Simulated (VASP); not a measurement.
# YPtC2N2 (P-1) in VASP: further runs, part 2 of 2

VASP 6.6.1. Earlier steps stand in the parts before.

## 4. Relaxation of cell and atoms, PBE

The input, INCAR:

```
PREC = Accurate
ENCUT = 600
EDIFF = 1E-7
ISMEAR = 0
SIGMA = 0.1
LREAL = F
LASPH = T
NELM = 60
ALGO = Normal
ISIF = 3
LWAVE = F
LCHARG = F
GGA = PE
IBRION = 2
NSW = 90
EDIFFG = -0.04
```

The input, KPOINTS:

```
regular mesh
0
Gamma
  6 4 4
```

The input, POSCAR:

```
YPtC2N2
1.0
    3.6227330810      0.0000000000      0.0000000000
   -1.7400326210      5.4769207368      0.0000000000
   -0.1010278766     -3.0120601964      4.9853199497
Y Pt C N
1 1 2 2
Direct
    0.0000000000      0.0000000000      0.5000000000
    0.0000000000      0.0000000000      0.0000000000
    0.7943124985      0.5915682619      0.7924966149
    0.2056875015      0.4084317381      0.2075033851
    0.6648406561      0.3351812846      0.6620290319
    0.3351593439      0.6648187154      0.3379709681
```

Potentials or basis: VASP PAW PBE potentials, release 64 (Y_sv, Pt, C, N).

On the command line:

```bash
$ cat potpaw_PBE.64/Y_sv/POTCAR potpaw_PBE.64/Pt/POTCAR potpaw_PBE.64/C/POTCAR potpaw_PBE.64/N/POTCAR > POTCAR
$ mpirun -np 1 vasp_std > vasp.out
```

OUTCAR:

```text
PREC = Accurate
   ENCUT = 600
   EDIFF = 1E-7
   ISMEAR = 0
   LREAL = F
   LASPH = T
   NELM = 60
   ISIF = 3
   GGA = PE
   IBRION = 2
   NSW = 90
   EDIFFG = -0.04

 ion  position               nearest neighbor table
   1  0.000  0.000  0.500-   5 2.40   6 2.40   6 2.40   5 2.40   2 2.91   2 2.91
   2  0.000  0.000  0.000-   3 1.92   4 1.92   1 2.91   1 2.91
   3  0.794  0.592  0.792-   5 1.20   2 1.92
   4  0.206  0.408  0.208-   6 1.20   2 1.92
   5  0.665  0.335  0.662-   3 1.20   1 2.40   1 2.40
   6  0.335  0.665  0.338-   4 1.20   1 2.40   1 2.40

  LATTYP: Found a triclinic cell.
 ALAT       =     5.7914783760
 B/A-ratio  =     1.0058696563
 C/A-ratio  =     0.6255282064
 COS(alpha) =     0.0173424351
 COS(beta)  =     0.3250811516
 COS(gamma) =     0.4946046622

  Lattice vectors:

 A1 = (  -1.8827004600,  -5.4769207368,   0.0000000000)
 A2 = (  -0.1010278766,  -3.0120601964,   4.9853199497)
 A3 = (  -3.6227330810,   0.0000000000,   0.0000000000)

Analysis of symmetry for initial positions (statically):
=====================================================================
 Subroutine PRICEL returns:
 Original cell was already a primitive cell.

 Routine SETGRP: Setting up the symmetry group for a
 triclinic supercell.

 Subroutine GETGRP returns: Found  2 space group operations
 (whereof  2 operations were pure point group operations)
 out of a pool of  2 trial point group operations.

The static configuration has the point symmetry S_2 .

Analysis of symmetry for dynamics (positions and initial velocities):
[... 154 lines left out ...]
  volume of cell :       98.92
 maximum number of plane-waves:      3321
 NGX is ok and might be reduce to    30
   NGX = 15   NGY = 23   NGZ = 23

--------------------------------------- Ionic step        1  -------------------------------------------

 number of electron      39.0000001 magnetization

 Free energy of the ion-electron system (eV)
  ---------------------------------------------------
  ext. energy  EPLUGINS =         0.00000000
  ---------------------------------------------------
  free energy    TOTEN  =       -49.84755068 eV

  energy without entropy =      -49.84515492  energy(sigma->0) =      -49.84635280

------------------------ aborting loop because EDIFF is reached ----------------------------------------

  FORCE on cell =-STRESS in cart. coord.  units (eV):
  Direction    XX          YY          ZZ          XY          YZ          ZX
  --------------------------------------------------------------------------------------
  -------------------------------------------------------------------------------------
  Total       -0.3400681      0.4105588      0.0700419     -0.0425689      0.2127855      0.0730722
  in kB       -5.5082114      6.6499774      1.1344954     -0.6895048      3.4465679      1.1835775
  external PRESSURE =       0.7587538 kB  Pullay stress =       0.0000000 kB
[... 101 lines left out ...]
  FREE ENERGIE OF THE ION-ELECTRON SYSTEM (eV)
  ---------------------------------------------------
  free  energy   TOTEN  =       -49.8482422901 eV

  energy  without entropy=      -49.8458930973  energy(sigma->0) =      -49.84706769

[... ionic steps 4 to 11 ...]

--------------------------------------- Ionic step       12  -------------------------------------------

 number of electron      38.9999999 magnetization

------------------------ aborting loop because EDIFF is reached ----------------------------------------
[... 75 lines left out ...]
--------------------------------------- Ionic step       14  -------------------------------------------

 number of electron      38.9999999 magnetization

 Free energy of the ion-electron system (eV)
  ---------------------------------------------------
  ext. energy  EPLUGINS =         0.00000000
  ---------------------------------------------------
  free energy    TOTEN  =       -49.85201283 eV

  energy without entropy =      -49.85001770  energy(sigma->0) =      -49.85101526

 E-fermi :   3.9557     XC(G=0):  -9.6554

 val. band max:        3.8235325316   @ k =   0.5000   0.2500   0.0000
 cond. band min:       3.9613407031   @ k =   0.1667  -0.0000   0.0000
 fundamental gap:      0.1378081714
 Fermi energy:         3.9556988863

 k-point     1 :       0.0000    0.0000    0.0000
  band No.  band energies     occupation
      1     -39.6439      2.00000
      2     -19.8433      2.00000
      3     -19.5494      2.00000
      4     -19.4953      2.00000
      5     -15.4502      2.00000
      6     -14.9844      2.00000
[... 613 lines left out ...]
     22       5.9013      0.00000
     23       6.2355      0.00000

 [... further k-points ...]

------------------------ aborting loop because EDIFF is reached ----------------------------------------

  FORCE on cell =-STRESS in cart. coord.  units (eV):
  Direction    XX          YY          ZZ          XY          YZ          ZX
  --------------------------------------------------------------------------------------
  -------------------------------------------------------------------------------------
  Total        0.0483546      0.0313938     -0.0710260     -0.0176399      0.0372755      0.0203653
  in kB        0.7876685      0.5113858     -1.1569714     -0.2873443      0.6071953      0.3317389
  external PRESSURE =       0.0473609 kB  Pullay stress =       0.0000000 kB
[... 21 lines left out ...]
  FREE ENERGIE OF THE ION-ELECTRON SYSTEM (eV)
  ---------------------------------------------------
  free  energy   TOTEN  =       -49.8520128311 eV

  energy  without entropy=      -49.8500176986  energy(sigma->0) =      -49.85101526

 reached required accuracy - stopping structural energy minimisation
```

Run time: 12 min. Hardware: 1 thread of Intel Xeon 6975P-C (Granite Rapids), shared host; peak memory 0.42 GiB.

Results:

```
Free energy                           : -49.8520 eV
Relaxed volume                        : 16.39 Å³/atom
Relaxed cell                          : a = 3.585 Å, b = 5.792 Å, c = 5.833 Å, α = 119.74°, β = 90.31°, γ = 107.75°
Space group after relaxing (to 0.1 Å) : Immm (No. 71)
Energy gained by relaxing             : 0.7 meV/atom
Ionic steps                           : 14
Pressure after relaxing               : 0.0 GPa
Largest force after relaxing          : 0.039 eV/Å
Band gap on the k mesh                : zero (an odd number of electrons rules out a gap without spin polarisation)
```

Forces in eV/Å, atoms in the order of the input:
```
Y    0.000  0.000  0.000
Pt   0.000  0.000  0.000
C    0.009 -0.013  0.021
C   -0.009  0.013 -0.021
N    0.001 -0.037 -0.012
N   -0.001  0.037  0.012
```

The path:
```tsv
step	energy change (eV)	largest force (eV/Å)	pressure (GPa)	volume (Å³)
1	0.0000	0.2278	0.08	98.92
2	0.0454	1.9013	-2.66	99.03
3	-0.0007	0.0640	-0.24	98.93
4	-0.0017	0.0658	-0.04	98.65
5	-0.0023	0.0764	0.24	98.27
6	-0.0028	0.1255	0.21	98.28
7	-0.0028	0.1438	0.21	98.28
8	-0.0031	0.0874	0.01	98.32
9	-0.0031	0.0733	-0.11	98.34
10	-0.0034	0.0698	-0.11	98.35
11	-0.0039	0.0592	-0.11	98.36
12	-0.0044	0.0784	-0.10	98.37
13	-0.0041	0.2063	0.24	98.32
14	-0.0045	0.0386	0.00	98.36
```

Final structure:
```xyz
6
Lattice="3.5850 -0.0143 0.0161 -1.7436 5.5233 -0.0160 -0.0658 -3.0409 4.9777" Properties=species:S:1:pos:R:3 pbc="T T T"
Y    -0.0329   -1.5204    2.4889
Pt    0.0000    0.0000    0.0000
C     1.7650    0.8478    3.9593
C     0.0105    1.6203    1.0186
N     1.7603   -0.1747    3.3224
N     0.0153    2.6428    1.6554
```

Caveat: spin-orbit coupling is left out, which moves the levels of the heavy elements.

## 5. Summary

```tsv
task	cell	k mesh	cutoff (eV)	gap on the mesh (eV)	pressure (GPa)	largest force (eV/Å)
single point	a = 5.747, b = 3.623, c = 5.840 Å, angles 72.2, 108.1, 72.4°, 6 atoms, atomic positions A	4 × 4 × 2	520	none	0.2	0.26
single point	a = 3.599, b = 5.790, c = 5.830 Å, angles 119.7, 90.4, 107.8°, 6 atoms, atomic positions B	6 × 4 × 4	520	none	0.2	0.30
relaxation of cell and atoms	relaxed from a = 3.623, b = 5.747, c = 5.825 Å, angles 119.2, 91.0, 107.6°, 6 atoms, atomic positions C	6 × 4 × 4	600	none	0.0	0.04
```

Alike in all rows: level PBE; potentials or basis VASP PAW PBE potentials, release 64 (Y_sv, Pt, C, N); no spin polarisation; smearing gaussian 0.1 eV.

Caveats: some runs use coarse meshes; spin-orbit coupling is left out, which moves the levels of the heavy elements.

Total energies depend on the potentials used, so only differences within one code and one set of settings carry meaning.
